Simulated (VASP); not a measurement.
The system is BN.

```
B N
1.0
     2.49134    0.00000    0.00000
    -1.24567    2.15756    0.00000
     0.00000    0.00000    3.98185
B N
2 2
Direct
  0.00000 0.00000 0.00000
  0.00000 0.00000 0.50000
  0.33333 0.66667 0.25000
  0.66667 0.33333 0.75000
```

This cell differs from its parent crystal: uniaxial z strain -0.5%.

Base run:

```yaml
Program: VASP 6.6.1
Functional: PBE
Potentials_or_basis: VASP PAW PBE potentials, release 64 (B, N)
Cutoff: 520 eV
k_mesh: 12 × 12 × 6
Occupations: fermi-dirac, width 0.02 eV
Spin: no spin polarisation
```

Its results: band gap on the k mesh 1.67 eV, indirect (least direct gap 5.27 eV); pressure 6.5 GPa.

**Question.** The run is repeated on the same cell with these changes: functional from PBE to r2SCAN; occupations from fermi-dirac, width 0.02 eV to gaussian, width 0.01 eV. What comes out?

**Answer.** Band gap on the k mesh 1.91 eV, indirect (least direct gap 5.71 eV); pressure 2.4 GPa.

Caveats: the PAW data sets were made with another functional, which shifts forces and pressure a little (some runs).

A k mesh can miss the band edges.
